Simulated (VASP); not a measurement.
# GaF (F-43m) in VASP: settings compared

GaF is run at these levels: PBE, PBEsol-based global hybrid with 25 % exact exchange; tasks: single point, relaxation of cell and atoms.

Everything below comes from runs of VASP 6.6.1. Logs are shortened: lines on timing, memory, paths and dates and some standing lists are left out, and cuts for length are marked.

### 1 The cell of the first run

Symmetry: F-43m, No. 216, cubic system. The conventional cell has a = 5.692 Å, b = 5.692 Å, c = 5.692 Å, α = 90.00°, β = 90.00°, γ = 90.00°. Ga (site symmetry -43m) has 4 F at 2.46 Å within 3.3 Å. F (site symmetry -43m) has 4 Ga at 2.46 Å within 3.3 Å.

### 2 Single point, PBE, non-collinear spin, zero start, spin-orbit coupling

INCAR reads:

```
SYSTEM = GaF
PREC = Accurate
ENCUT = 520
EDIFF = 1E-6
ISMEAR = -1
SIGMA = 0.05
LREAL = .False.
LASPH = .True.
NELM = 150
ALGO = Normal
ISIF = 2
LWAVE = .False.
LCHARG = .True.
MAGMOM = 0 0 0 0 0 0
LORBIT = 11
LSORBIT = .True.
GGA_COMPAT = .False.
LORBMOM = .True.
GGA = PE
LVHAR = .True.
NBANDS = 32
```

KPOINTS reads:

```
regular mesh
0
Gamma
  8 8 8
  0 0 0
```

POSCAR reads:

```
GaF
1.0
    0.0000000000      2.8462400000      2.8462400000
    2.8462400000      0.0000000000      2.8462400000
    2.8462400000      2.8462400000      0.0000000000
Ga F
1 1
Direct
    0.2500000000      0.2500000000      0.2500000000
    0.0000000000      0.0000000000      0.0000000000
```

Potentials or basis: VASP PAW PBE potentials, release 64 (Ga_d, F).

Run with:

```bash
$ cat potpaw_PBE.64/Ga_d/POTCAR potpaw_PBE.64/F/POTCAR > POTCAR
$ mpirun -np 1 vasp_ncl > vasp.out
```

OUTCAR:

```text
SYSTEM = GaF
   PREC = Accurate
   ENCUT = 520
   EDIFF = 1E-6
   ISMEAR = -1
   LREAL = .False.
   LASPH = .True.
   NELM = 150
   ISIF = 2
   LORBIT = 11
   LSORBIT = .True.
   GGA = PE

 ion  position               nearest neighbor table
   1  0.250  0.250  0.250-
   2  0.000  0.000  0.000-

  LATTYP: Found a face centered cubic cell.
 ALAT       =     5.6924800000

  Lattice vectors:

 A1 = (   0.0000000000,   2.8462400000,   2.8462400000)
 A2 = (   2.8462400000,   0.0000000000,   2.8462400000)
 A3 = (   2.8462400000,   2.8462400000,   0.0000000000)

Analysis of symmetry for initial positions (statically):
=====================================================================
 Subroutine PRICEL returns:
 Original cell was already a primitive cell.

 Routine SETGRP: Setting up the symmetry group for a
 face centered cubic supercell.

 Subroutine GETGRP returns: Found 24 space group operations
 (whereof 24 operations were pure point group operations)
 out of a pool of 48 trial point group operations.

The static configuration has the point symmetry T_d .

Analysis of symmetry for dynamics (positions and initial velocities):
=====================================================================
 Subroutine PRICEL returns:
 Original cell was already a primitive cell.

 Routine SETGRP: Setting up the symmetry group for a
 face centered cubic supercell.

 Subroutine GETGRP returns: Found 24 space group operations
 (whereof 24 operations were pure point group operations)
 out of a pool of 48 trial point group operations.

The dynamic configuration has the point symmetry T_d .

Analysis of structural, dynamic, and magnetic symmetry:
=====================================================================
 Subroutine PRICEL returns:
 Original cell was already a primitive cell.

 Routine SETGRP: Setting up the symmetry group for a
 face centered cubic supercell.

 Subroutine GETGRP returns: Found 24 space group operations
 (whereof 24 operations were pure point group operations)
 out of a pool of 48 trial point group operations.

The overall configuration has the point symmetry T_d .

 Subroutine INISYM returns: Found 24 space group operations
 (whereof 24 operations are pure point group operations),
 and found     1 'primitive' translations

----------------------------------------------------------------------------------------

                                     Primitive cell

  volume of cell :      46.1152

  direct lattice vectors                    reciprocal lattice vectors
     0.000000000  2.846240000  2.846240000    -0.175670358  0.175670358  0.175670358
     2.846240000  0.000000000  2.846240000     0.175670358 -0.175670358  0.175670358
     2.846240000  2.846240000  0.000000000     0.175670358  0.175670358 -0.175670358

  length of vectors
     4.025191210  4.025191210  4.025191210     0.304269986  0.304269986  0.304269986

  position of ions in fractional coordinates (direct lattice)
     0.250000000  0.250000000  0.250000000
     0.000000000  0.000000000  0.000000000

  ion indices of the primitive-cell ions
   primitive index   ion index
                 1           1
                 2           2

----------------------------------------------------------------------------------------

 KPOINTS: regular mesh

Automatic generation of k-mesh.
 Grid dimensions read from file:
 generate k-points for:    8    8    8

 Generating k-lattice:

  Cartesian coordinates                     Fractional coordinates (reciprocal lattice)
    -0.021958795  0.021958795  0.021958795     0.125000000  0.000000000  0.000000000
     0.021958795 -0.021958795  0.021958795     0.000000000  0.125000000  0.000000000
     0.021958795  0.021958795 -0.021958795     0.000000000  0.000000000  0.125000000

  Length of vectors
     0.038033748  0.038033748  0.038033748
[... 92 lines left out ...]

 number of electron      19.9999995 magnetization      -0.0000000      0.0000000     -0.0000000

 number of electron      19.9999995 magnetization       0.0000000     -0.0000000      0.0000000

 Free energy of the ion-electron system (eV)
  ---------------------------------------------------
  ext. energy  EPLUGINS =         0.00000000
  ---------------------------------------------------
  free energy    TOTEN  =        -7.54243138 eV

  energy without entropy =       -7.54243138  energy(sigma->0) =       -7.54243138

 E-fermi :   1.0175     XC(G=0):  -7.9747

 val. band max:       -0.0385090250   @ k =  -0.2500   0.5000   0.2500
 cond. band min:       2.2174364199   @ k =   0.5000   0.5000   0.0000
 fundamental gap:      2.2559454450
 Fermi energy:         1.0174607416

 k-point     1 :       0.0000    0.0000    0.0000
  band No.  band energies     occupation
      1     -21.8485      1.00000
      2     -21.8485      1.00000
      3     -13.7554      1.00000
      4     -13.7554      1.00000
      5     -13.7554      1.00000
      6     -13.7554      1.00000
[... 829 lines left out ...]
     31      14.1693      0.00000
     32      14.1700      0.00000

 [... further k-points ...]

------------------------ aborting loop because EDIFF is reached ----------------------------------------

  FORCE on cell =-STRESS in cart. coord.  units (eV):
  Direction    XX          YY          ZZ          XY          YZ          ZX
  --------------------------------------------------------------------------------------
  -------------------------------------------------------------------------------------
  Total       -0.0305223     -0.0305223     -0.0305223     -0.0000000     -0.0000000     -0.0000000
  in kB       -1.0604342     -1.0604342     -1.0604342     -0.0000000     -0.0000000     -0.0000000
  external PRESSURE =      -1.0604342 kB  Pullay stress =       0.0000000 kB

 VOLUME and BASIS-vectors are now :
 -----------------------------------------------------------------------------
  energy-cutoff  :      520.00
  volume of cell :       46.12
      direct lattice vectors                 reciprocal lattice vectors
     0.000000000  2.846240000  2.846240000    -0.175670358  0.175670358  0.175670358
     2.846240000  0.000000000  2.846240000     0.175670358 -0.175670358  0.175670358
     2.846240000  2.846240000  0.000000000     0.175670358  0.175670358 -0.175670358

 POSITION                                       TOTAL-FORCE (eV/Angst)
 -----------------------------------------------------------------------------------
      1.42312      1.42312      1.42312        -0.000000     -0.000000     -0.000000
      0.00000      0.00000      0.00000         0.000000      0.000000      0.000000
 -----------------------------------------------------------------------------------
    total drift:                               -0.000000     -0.000000     -0.000000

  FREE ENERGIE OF THE ION-ELECTRON SYSTEM (eV)
  ---------------------------------------------------
  free  energy   TOTEN  =        -7.5424313790 eV

  energy  without entropy=       -7.5424313789  energy(sigma->0) =       -7.54243138

 orbital moment (x)

 # of ion     p       d       tot
 ----------------------------------------
  1         0.000  -0.000   0.000
  2        -0.000   0.000  -0.000
 ----------------------------------------
            0.000  -0.000   0.000

 orbital moment (y)

 # of ion     p       d       tot
 ----------------------------------------
  1         0.000  -0.000   0.000
  2        -0.000   0.000  -0.000
 ----------------------------------------
           -0.000  -0.000  -0.000

 orbital moment (z)

 # of ion     p       d       tot
 ----------------------------------------
  1         0.000  -0.000   0.000
  2         0.000   0.000   0.000
 ----------------------------------------
            0.000  -0.000   0.000

 Spin-Orbit-Coupling matrix elements

 Ion:    1  E_soc:     -0.0061269
 l=   1
     0.0000000    -0.0002202    -0.0002202
    -0.0002202     0.0000000    -0.0002202
    -0.0002202    -0.0002202     0.0000000
 l=   2
     0.0000000    -0.0001602     0.0000000    -0.0001602    -0.0006408
    -0.0001602     0.0000000    -0.0004806    -0.0001602    -0.0001602
     0.0000000    -0.0004806     0.0000000    -0.0004806     0.0000000
    -0.0001602    -0.0001602    -0.0004806     0.0000000    -0.0001602
    -0.0006408    -0.0001602     0.0000000    -0.0001602     0.0000000
 l=   3
     0.0000000     0.0000000     0.0000000     0.0000000     0.0000000     0.0000000     0.0000000
     0.0000000     0.0000000     0.0000000     0.0000000     0.0000000     0.0000000     0.0000000
     0.0000000     0.0000000     0.0000000     0.0000000     0.0000000     0.0000000     0.0000000
     0.0000000     0.0000000     0.0000000     0.0000000     0.0000000     0.0000000     0.0000000
     0.0000000     0.0000000     0.0000000     0.0000000     0.0000000     0.0000000     0.0000000
     0.0000000     0.0000000     0.0000000     0.0000000     0.0000000     0.0000000     0.0000000
     0.0000000     0.0000000     0.0000000     0.0000000     0.0000000     0.0000000     0.0000000

 Ion:    2  E_soc:     -0.0005005
 l=   1
     0.0000000    -0.0000834    -0.0000834
    -0.0000834     0.0000000    -0.0000834
    -0.0000834    -0.0000834     0.0000000
 l=   2
     0.0000000     0.0000000     0.0000000     0.0000000     0.0000000
     0.0000000     0.0000000     0.0000000     0.0000000     0.0000000
     0.0000000     0.0000000     0.0000000     0.0000000     0.0000000
     0.0000000     0.0000000     0.0000000     0.0000000     0.0000000
     0.0000000     0.0000000     0.0000000     0.0000000     0.0000000
 l=   3
     0.0000000     0.0000000     0.0000000     0.0000000     0.0000000     0.0000000     0.0000000
     0.0000000     0.0000000     0.0000000     0.0000000     0.0000000     0.0000000     0.0000000
     0.0000000     0.0000000     0.0000000     0.0000000     0.0000000     0.0000000     0.0000000
     0.0000000     0.0000000     0.0000000     0.0000000     0.0000000     0.0000000     0.0000000
     0.0000000     0.0000000     0.0000000     0.0000000     0.0000000     0.0000000     0.0000000
     0.0000000     0.0000000     0.0000000     0.0000000     0.0000000     0.0000000     0.0000000
     0.0000000     0.0000000     0.0000000     0.0000000     0.0000000     0.0000000     0.0000000

 total charge

# of ion       s       p       d       tot
------------------------------------------
    1        1.260   0.148   9.941  11.349
    2        1.750   4.281   0.000   6.031
--------------------------------------------------
tot          3.010   4.428   9.941  17.380

 magnetization (x)

# of ion       s       p       d       tot
------------------------------------------
    1        0.000   0.000   0.000   0.000
    2        0.000  -0.000   0.000  -0.000
--------------------------------------------------
tot          0.000  -0.000   0.000  -0.000

 magnetization (y)

# of ion       s       p       d       tot
------------------------------------------
    1        0.000   0.000   0.000   0.000
    2        0.000   0.000   0.000   0.000
--------------------------------------------------
tot          0.000   0.000   0.000   0.000

 magnetization (z)

# of ion       s       p       d       tot
------------------------------------------
    1       -0.000  -0.000   0.000  -0.000
    2       -0.000  -0.000   0.000  -0.000
--------------------------------------------------
tot         -0.000  -0.000   0.000  -0.000
```

Wall time 80 s (1 thread of Intel Xeon 6975P-C (Granite Rapids), shared host); peak memory 0.32 GiB.

What came out:

```
Free energy                                           : -7.5424 eV
Pressure                                              : -0.1 GPa
Net moment                                            : 0.00 μB per cell
Valence electrons inside the program's atomic spheres : Ga 11.35; F 6.03
```

Moments on the atoms (μB; x, y, z):
```
Ga  0.00 0.00 0.00
F   0.00 0.00 0.00
```

(Part 1 of 2 ends here.)
